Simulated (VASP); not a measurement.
Runs of VASP 6.6.1 on Rh. It takes space group Fm-3m (No. 225, cubic). The conventional cell has a = 3.796 Å, b = 3.796 Å, c = 3.796 Å, α = 90.00°, β = 90.00°, γ = 90.00°. Within 3.5 Å of Rh (site symmetry m-3m) lie 12 Rh at 2.68 Å. 

```tsv
k mesh	smearing	gap on the mesh (eV)	pressure (GPa)
14 × 14 × 14	methfessel-paxton 0.05 eV	none	7.6
14 × 14 × 14	fermi-dirac 0.1 eV	none	(a)
7 × 7 × 7	fermi-dirac 0.1 eV	none	6.6
14 × 14 × 14	tetrahedron	none	7.5
```

Alike in all rows: task single point; level PBE; potentials or basis VASP PAW PBE potentials, release 64 (Rh_pv); no spin polarisation; cell as given; cutoff (eV) 500.

Task: Estimate the missing entries.

Result: (a) 7.9.

Caveats: some runs use coarse meshes; tetrahedron occupations give inexact forces and stress in metals (some runs).

A k mesh can miss the band edges, and the runs leave out spin-orbit coupling on Rh.

A gap of «none» marks levels without a gap at the run's occupations.
